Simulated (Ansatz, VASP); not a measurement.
InSb: VASP beside Ansatz

Contents of INCAR:

```
SYSTEM = InSb
  PREC = Accurate
  ENCUT = 500
  EDIFF = 1E-6
  ISMEAR = -1
  SIGMA = 0.02
  LREAL = .FALSE.
  LASPH = .TRUE.
  NELM = 120
  ALGO = Normal
  ISIF = 2
  LWAVE = .FALSE.
  LCHARG = .FALSE.
  GGA = PE
  NBANDS = 16
  GGA_COMPAT = .FALSE.
```

Contents of KPOINTS:

```
regular mesh
0
G
  6 6 6
  0 0 0
```

POSCAR

```
InSb
1.0
    0.0000000000      3.3778984092      3.1718515037
    3.3778984092      0.0000000000      3.1718515037
    3.3778984092      3.3778984092      0.0000000000
In Sb
1 1
Direct
    0.0000000000      0.0000000000      0.0000000000
    0.2500000000      0.2500000000      0.2500000000
```

Input for Ansatz:

```yaml
crystal:
  lattice:
    - [0.0, 3.3778984092, 3.1718515037]
    - [3.3778984092, 0.0, 3.1718515037]
    - [3.3778984092, 3.3778984092, 0.0]
  atoms:
    - { symbol: In, position: [0.0, 0.0, 0.0] }
    - { symbol: Sb, position: [0.25, 0.25, 0.25] }
kpoints:
  mp_grid: { grid: [6, 6, 6] }
  band_path:
    path:
      - [0.0, 0.0, 0.0]
      - [-0.5, -0.5, 0.0]
      - [-0.375, -0.375, 0.25]
      - [-0.375, 0.0, 0.375]
      - [0.0, 0.0, 0.5]
      - [-0.5, -0.25, 0.25]
      - [-0.029297, 0.0, -0.029297]
    npoints: 1
hamiltonian:
  xc: pbe
scf:
  occupations: { method: fermi_dirac, width: 0.02 }
  n_extra_bands: 4
output:
  forces: true
  stress: true
  eigenvalues: true
  write_density: true
  write_potential: true
  elf: true
  volumetric_format: npy
```

Change from the starting cell: epitaxial_xy strain +3.0%.

Alike in both runs: task single point; functional PBE; k mesh 6 × 6 × 6; occupations fermi-dirac, width 0.02 eV; no spin polarisation.

|  | VASP | Ansatz |
| --- | --- | --- |
| version | VASP 6.6.1 | Ansatz 0.2.0 |
| potentials or method | VASP PAW PBE potentials, release 64 (In_d, Sb) | plane waves, PAW |
| plane-wave cutoff (eV) | 500 | 420 |
| valence electrons in the cell | 18 | 28 |

```csv
,VASP,Ansatz,Ansatz less VASP
pressure (GPa),0.3,0.3,+0.02
"traceless stress, the component that is largest in VASP (GPa)",0.95,0.95,0.000
```

The functional is the same, so the differences come from potentials, cutoffs and numerics. VASP's potentials hold 18 valence electrons a cell and Ansatz's 28, so a difference there can come from the potentials and not from the codes.

Spin-orbit coupling is off throughout.
